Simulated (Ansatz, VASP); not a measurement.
**One calculation of WC, two programs**

```
CELL_PARAMETERS angstrom
2.92177 0.00000 0.00000
-1.46089 2.53033 0.00000
0.00000 0.00000 2.84708
ATOMIC_POSITIONS crystal
W 0.00000 0.00000 0.00000
C 0.66667 0.33333 0.50000
```

Alike in both runs: functional PBE; k mesh 18 × 18 × 14; occupations gaussian, width 0.1 eV; no spin polarisation.

Ansatz relaxed the structure, and its values are those at the end. VASP's run is a single point on that final structure, the one shown.

|  | VASP | Ansatz |
| --- | --- | --- |
| version | VASP 6.6.1 | Ansatz 0.2.0 |
| potentials or method | VASP PAW PBE potentials, release 64 (W_sv, C), cutoff 520 eV | scalar-relativistic, plane waves, PAW |
| valence electrons in the cell | 18 | 18 |

|  | VASP | Ansatz | Ansatz less VASP |
| --- | --- | --- | --- |
| gap on the k mesh at the Fermi level (eV) | none | none | - |
| pressure (GPa) | 1.1 | 0.0 | -1.05 |

A gap of «none» marks a metal or a gap that the smearing closes. The functional is the same, so the differences come from potentials, cutoffs and numerics.

Spin-orbit coupling is off throughout.
